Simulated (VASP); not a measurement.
# CaO3 (Pm-3m) in VASP: further runs

The runs below take CaO3 through single point, relaxation of cell and atoms, with PBE.

Everything below comes from runs of VASP 6.6.1. Logs are shortened: lines on timing, memory, paths and dates and some standing lists are left out, and cuts for length are marked.

## 1. The cell of the first run

Symmetry: Pm-3m, No. 221, cubic system. Conventional cell: a = 3.598 Å, b = 3.598 Å, c = 3.598 Å, α = 90.00°, β = 90.00°, γ = 90.00°. Ca (site symmetry m-3m) has 12 O at 2.54 Å within 3.4 Å. Within 3.4 Å of O (site symmetry 4/mmm) lie 4 Ca at 2.54 Å and 8 O at 2.54 Å.

## 2. Single point, PBE, collinear spin, ferromagnetic start

INCAR

```
SYSTEM = CaO3
PREC = Accurate
ENCUT = 520
EDIFF = 1E-7
ISMEAR = 0
SIGMA = 0.1
LREAL = .FALSE.
LASPH = .TRUE.
NELM = 150
ALGO = Normal
ISIF = 2
LWAVE = .FALSE.
LCHARG = .TRUE.
ISPIN = 2
MAGMOM = 0 1.46 1.46 1.46
LORBIT = 11
GGA = PE
LELF = .TRUE.
LVHAR = .TRUE.
NBANDS = 26
```

KPOINTS

```
regular mesh
0
G
  6 6 6
  0 0 0
```

POSCAR

```
CaO3
1.0
    3.5982067413      0.0000000000      0.0000000000
    0.0000000000      3.5982067413      0.0000000000
    0.0000000000      0.0000000000      3.5982067413
Ca O
1 3
Direct
    0.0000000000      0.0000000000      0.0000000000
    0.0000000000      0.5000000000      0.5000000000
    0.5000000000      0.0000000000      0.5000000000
    0.5000000000      0.5000000000      0.0000000000
```

Potentials or basis: VASP PAW PBE potentials, release 64 (Ca_sv, O).

Command:

```bash
cat potpaw_PBE.64/Ca_sv/POTCAR potpaw_PBE.64/O/POTCAR > POTCAR
mpirun -np 1 vasp_std > vasp.out
```

OUTCAR:

```text
SYSTEM = CaO3
   PREC = Accurate
   ENCUT = 520
   EDIFF = 1E-7
   ISMEAR = 0
   LREAL = .FALSE.
   LASPH = .TRUE.
   NELM = 150
   ISIF = 2
   ISPIN = 2
   LORBIT = 11
   GGA = PE

 ion  position               nearest neighbor table
   1  0.000  0.000  0.000-   2 2.54   3 2.54   4 2.54   2 2.54   3 2.54   2 2.54   4 2.54   2 2.54
                             3 2.54   4 2.54   3 2.54   4 2.54
   2  0.000  0.500  0.500-   1 2.54   1 2.54   1 2.54   1 2.54
   3  0.500  0.000  0.500-   1 2.54   1 2.54   1 2.54   1 2.54
   4  0.500  0.500  0.000-   1 2.54   1 2.54   1 2.54   1 2.54

  LATTYP: Found a simple cubic cell.
 ALAT       =     3.5982067413

  Lattice vectors:

 A1 = (   3.5982067413,   0.0000000000,   0.0000000000)
 A2 = (   0.0000000000,   3.5982067413,   0.0000000000)
 A3 = (   0.0000000000,   0.0000000000,   3.5982067413)

Analysis of symmetry for initial positions (statically):
=====================================================================
 Subroutine PRICEL returns:
 Original cell was already a primitive cell.

 Routine SETGRP: Setting up the symmetry group for a
 simple cubic supercell.

 Subroutine GETGRP returns: Found 48 space group operations
 (whereof 48 operations were pure point group operations)
 out of a pool of 48 trial point group operations.

The static configuration has the point symmetry O_h .

Analysis of symmetry for dynamics (positions and initial velocities):
=====================================================================
 Subroutine PRICEL returns:
 Original cell was already a primitive cell.

 Routine SETGRP: Setting up the symmetry group for a
 simple cubic supercell.

 Subroutine GETGRP returns: Found 48 space group operations
 (whereof 48 operations were pure point group operations)
 out of a pool of 48 trial point group operations.

The dynamic configuration has the point symmetry O_h .

Analysis of structural, dynamic, and magnetic symmetry:
=====================================================================
 Subroutine PRICEL returns:
 Original cell was already a primitive cell.

 Routine SETGRP: Setting up the symmetry group for a
 simple cubic supercell.

 Subroutine GETGRP returns: Found 48 space group operations
 (whereof 48 operations were pure point group operations)
 out of a pool of 48 trial point group operations.

The overall configuration has the point symmetry O_h .

 Subroutine INISYM returns: Found 48 space group operations
 (whereof 48 operations are pure point group operations),
 and found     1 'primitive' translations

----------------------------------------------------------------------------------------

                                     Primitive cell

  volume of cell :      46.5863

  direct lattice vectors                    reciprocal lattice vectors
     3.598206741  0.000000000  0.000000000     0.277916215  0.000000000  0.000000000
     0.000000000  3.598206741  0.000000000     0.000000000  0.277916215  0.000000000
     0.000000000  0.000000000  3.598206741     0.000000000  0.000000000  0.277916215

  length of vectors
     3.598206741  3.598206741  3.598206741     0.277916215  0.277916215  0.277916215

  position of ions in fractional coordinates (direct lattice)
     0.000000000  0.000000000  0.000000000
     0.000000000  0.500000000  0.500000000
     0.500000000  0.000000000  0.500000000
     0.500000000  0.500000000  0.000000000

  ion indices of the primitive-cell ions
   primitive index   ion index
                 1           1
                 2           2
                 3           3
                 4           4

----------------------------------------------------------------------------------------

 KPOINTS: regular mesh

Automatic generation of k-mesh.
 Grid dimensions read from file:
 generate k-points for:    6    6    6

 Generating k-lattice:

  Cartesian coordinates                     Fractional coordinates (reciprocal lattice)
     0.046319369  0.000000000  0.000000000     0.166666667  0.000000000  0.000000000
     0.000000000  0.046319369  0.000000000     0.000000000  0.166666667  0.000000000
     0.000000000  0.000000000  0.046319369     0.000000000  0.000000000  0.166666667

  Length of vectors
     0.046319369  0.046319369  0.046319369

  Shift w.r.t. Gamma in fractional coordinates (k-lattice)
     0.000000000  0.000000000  0.000000000

 Subroutine IBZKPT returns following result:
 ===========================================

 Found     20 irreducible k-points:

 Following reciprocal coordinates:
            Coordinates               Weight
  0.000000  0.000000  0.000000      1.000000
  0.166667  0.000000  0.000000      6.000000
  0.333333  0.000000  0.000000      6.000000
  0.500000  0.000000  0.000000      3.000000
  0.166667  0.166667  0.000000     12.000000
  0.333333  0.166667  0.000000     24.000000
[... 12 lines left out ...]
  0.500000  0.500000  0.333333      6.000000
  0.500000  0.500000  0.500000      1.000000
   k-points           NKPTS =     20   k-points in BZ     NKDIM =     20   number of bands    NBANDS=     26
   number of dos      NEDOS =    301   number of ions     NIONS =      4
   total plane-waves  NPLWV =  21952
   dimension x,y,z NGX =    28 NGY =   28 NGZ =   28
   dimension x,y,z NGXF=    56 NGYF=   56 NGZF=   56
   ions per type =               1   3
   NGX,Y,Z   is equivalent  to a cutoff of  12.94, 12.94, 12.94 a.u.
   NGXF,Y,Z  is equivalent  to a cutoff of  25.87, 25.87, 25.87 a.u.
 SYSTEM =  CaO3
   PREC   = accura    normal or accurate (medium, high low for compatibility)
   ISTART =      0    job   : 0-new  1-cont  2-samecut
   ICHARG =      2    charge: 1-file 2-atom 10-const
   ISPIN  =      2    spin polarized calculation?
   LNONCOLLINEAR =      F non collinear calculations
   LSORBIT =      F    spin-orbit coupling
   LASPH  =      T    aspherical Exc in radial PAW
   ENCUT  =  520.0 eV  38.22 Ry    6.18 a.u.   6.69  6.69  6.69*2*pi/ulx,y,z
   NELM   =    150;   NELMIN=  2; NELMDL= -5     # of ELM steps
   EDIFF  = 0.1E-06   stopping-criterion for ELM
   LREAL  =      F    real-space projection
   EDIFFG = 0.1E-05   stopping-criterion for IOM
   NSW    =      0    number of steps for IOM
   IBRION =     -1    ionic relax: 0-MD 1-quasi-New 2-CG
   NFREE  =      0    steps in history (QN), initial steepest desc. (CG)
   ISIF   =      2    stress and relaxation
   ISYM   =      2    0-nonsym 1-usesym 2-fastsym
   POTIM  = 0.5000    time-step for ionic-motion
   TEBEG  =    0.0;   TEEND  =   0.0 temperature during run
   PSTRESS=    0.0 pullay stress
   NELECT =      28.0000    total number of electrons
   NUPDOWN=      -1.0000    fix difference up-down
   EMIN   =  10.00;   EMAX   =-10.00  energy-range for DOS
   EFERMI =   0.00;   METHOD = LEGACY
   ISMEAR =     0;   SIGMA  =   0.10  broadening in eV -4-tet -1-fermi 0-gaus
   EFERMI_NEDOS =   21; number of points for ismear=-14 and -15
   IALGO  =     38    algorithm
   IMIX   =      4    mixing-type and parameters
     AMIX     =   0.40;   BMIX     =  1.00
     AMIX_MAG =   1.60;   BMIX_MAG =  1.00
  volume/ion in A,a.u.               =      11.65        78.59
  Fermi-wavevector in a.u.,A,eV,Ry     =   1.381576  2.610800 25.970145  1.908752
  Thomas-Fermi vector in A             =   2.506347
   LORBIT       =     11    0 simple, 1 ext, 2 COOP (PROOUT), +10 PAW based schemes
   GGA     = PE    functional components
   LHFCALC =     F    Hartree Fock is set to
   AEXX    =    0.0000 exact exchange contribution
   IVDW    =     0    specifies the selected vdW correction
   LEPSILON=     F    determine dielectric tensor
   LRPA    =     F    only Hartree local field effects (RPA)
 spin polarized calculation
 Gauss-broadening in eV      SIGMA  =   0.10
  energy-cutoff  :      520.00
  volume of cell :       46.59
 maximum number of plane-waves:      1328
 NGX is ok and might be reduce to    28
   NGX = 13   NGY = 13   NGZ = 13

 number of electron      28.0000022 magnetization       3.9999825

 Free energy of the ion-electron system (eV)
  ---------------------------------------------------
  ext. energy  EPLUGINS =         0.00000000
  ---------------------------------------------------
  free energy    TOTEN  =       -19.03656195 eV

  energy without entropy =      -19.02925631  energy(sigma->0) =      -19.03290913

 E-fermi :   1.3872     XC(G=0): -10.7340

 val. band max:        1.3308097462   @ k =   0.3333   0.3333   0.0000
 cond. band min:       1.4109653751   @ k =   0.3333   0.1667   0.1667
 fundamental gap:      0.0801556289
 Fermi energy:         1.3871892836

 spin component 1

 k-point     1 :       0.0000    0.0000    0.0000
  band No.  band energies     occupation
      1     -36.2991      1.00000
      2     -17.2728      1.00000
      3     -17.2728      1.00000
      4     -17.2728      1.00000
      5     -17.2212      1.00000
      6     -15.0450      1.00000
[... 18 lines left out ...]
     25      21.0807      0.00000
     26      21.5099      0.00000

 k-point     2 :       0.1667    0.0000    0.0000
  band No.  band energies     occupation
      1     -36.2941      1.00000
      2     -17.7622      1.00000
      3     -17.2637      1.00000
      4     -17.2637      1.00000
      5     -16.7002      1.00000
      6     -15.0986      1.00000
[... 18 lines left out ...]
     25      20.9674      0.00000
     26      20.9675      0.00000

 k-point     3 :       0.3333    0.0000    0.0000
  band No.  band energies     occupation
      1     -36.2842      1.00000
      2     -18.1420      1.00000
      3     -17.2454      1.00000
      4     -17.2454      1.00000
      5     -16.1849      1.00000
      6     -15.2790      1.00000
[... 456 lines left out ...]
 k-point    19 :       0.5000    0.5000    0.3333
  band No.  band energies     occupation
      1     -36.2491      1.00000
      2     -17.5577      1.00000
      3     -17.5577      1.00000
      4     -17.3830      1.00000
      5     -15.7742      1.00000
      6     -15.6065      1.00000
[... 18 lines left out ...]
     25      18.0637      0.00000
     26      19.6608      0.00000

 k-point    20 :       0.5000    0.5000    0.5000
  band No.  band energies     occupation
      1     -36.2450      1.00000
      2     -17.4413      1.00000
      3     -17.4413      1.00000
      4     -17.4413      1.00000
      5     -15.7508      1.00000
      6     -15.7508      1.00000
[... 18 lines left out ...]
     25      17.5353      0.00000
     26      20.0895      0.00000
 Fermi energy:         1.3871892836

 spin component 2

 k-point     1 :       0.0000    0.0000    0.0000
  band No.  band energies     occupation
      1     -36.3238      1.00000
      2     -17.2959      1.00000
      3     -17.2959      1.00000
      4     -17.2959      1.00000
      5     -15.2075      1.00000
      6     -12.7273      1.00000
[... 18 lines left out ...]
     25      21.1742      0.00000
     26      22.3541      0.00000

 k-point     2 :       0.1667    0.0000    0.0000
  band No.  band energies     occupation
      1     -36.3191      1.00000
      2     -17.4695      1.00000
      3     -17.2877      1.00000
      4     -17.2877      1.00000
      5     -14.9457      1.00000
      6     -12.8444      1.00000
[... 18 lines left out ...]
     25      21.3777      0.00000
     26      21.5933      0.00000

 k-point     3 :       0.3333    0.0000    0.0000
  band No.  band energies     occupation
      1     -36.3096      1.00000
      2     -17.7530      1.00000
      3     -17.2711      1.00000
      4     -17.2711      1.00000
      5     -14.3738      1.00000
      6     -13.1921      1.00000
[... 456 lines left out ...]
 k-point    19 :       0.5000    0.5000    0.3333
  band No.  band energies     occupation
      1     -36.2753      1.00000
      2     -17.5105      1.00000
      3     -17.5105      1.00000
      4     -17.4053      1.00000
      5     -13.5561      1.00000
      6     -13.4499      1.00000
[... 18 lines left out ...]
     25      18.6253      0.00000
     26      20.9665      0.00000

 k-point    20 :       0.5000    0.5000    0.5000
  band No.  band energies     occupation
      1     -36.2713      1.00000
      2     -17.4614      1.00000
      3     -17.4614      1.00000
      4     -17.4614      1.00000
      5     -13.5271      1.00000
      6     -13.5271      1.00000
[... 18 lines left out ...]
     25      18.1971      0.00000
     26      21.4995      0.00000

------------------------ aborting loop because EDIFF is reached ----------------------------------------

  FORCE on cell =-STRESS in cart. coord.  units (eV):
  Direction    XX          YY          ZZ          XY          YZ          ZX
  --------------------------------------------------------------------------------------
  -------------------------------------------------------------------------------------
  Total        0.0453787      0.0453787      0.0453787      0.0000000     -0.0000000      0.0000000
  in kB        1.5606469      1.5606469      1.5606469      0.0000000     -0.0000000      0.0000000
  external PRESSURE =       1.5606469 kB  Pullay stress =       0.0000000 kB

 VOLUME and BASIS-vectors are now :
 -----------------------------------------------------------------------------
  energy-cutoff  :      520.00
  volume of cell :       46.59
      direct lattice vectors                 reciprocal lattice vectors
     3.598206741  0.000000000  0.000000000     0.277916215  0.000000000  0.000000000
     0.000000000  3.598206741  0.000000000     0.000000000  0.277916215  0.000000000
     0.000000000  0.000000000  3.598206741     0.000000000  0.000000000  0.277916215

 POSITION                                       TOTAL-FORCE (eV/Angst)
 -----------------------------------------------------------------------------------
      0.00000      0.00000      0.00000         0.000000      0.000000      0.000000
      0.00000      1.79910      1.79910         0.000000      0.000000      0.000000
      1.79910      0.00000      1.79910         0.000000      0.000000      0.000000
      1.79910      1.79910      0.00000         0.000000      0.000000      0.000000
 -----------------------------------------------------------------------------------
    total drift:                                0.000000      0.000000      0.000000

  FREE ENERGIE OF THE ION-ELECTRON SYSTEM (eV)
  ---------------------------------------------------
  free  energy   TOTEN  =       -19.0365619514 eV

  energy  without entropy=      -19.0292563055  energy(sigma->0) =      -19.03290913

 total charge

# of ion       s       p       d       tot
------------------------------------------
    1        2.022   5.866   0.234   8.122
    2        1.608   3.130   0.000   4.738
    3        1.608   3.130   0.000   4.738
    4        1.608   3.130   0.000   4.738
--------------------------------------------------
tot          6.846  15.256   0.234  22.336

 magnetization (x)

# of ion       s       p       d       tot
------------------------------------------
    1       -0.005  -0.004  -0.020  -0.029
    2        0.017   1.129   0.000   1.146
    3        0.017   1.129   0.000   1.146
    4        0.017   1.129   0.000   1.146
--------------------------------------------------
tot          0.047   3.383  -0.020   3.409
```

Wall time 36 s (1 thread of Oxide Virtual Turin-like, shared host); peak memory 0.16 GiB.

What came out:

* Free energy: -19.0366 eV
* Pressure: 0.2 GPa
* Band gap on the k mesh: zero (filled and empty bands overlap)
* Net moment: 4.00 μB per cell
* Site moments: Ca -0.03; O +1.15 μB
* Valence electrons inside the program's atomic spheres: Ca 8.12; O 4.74

[end of part 1 of 2]
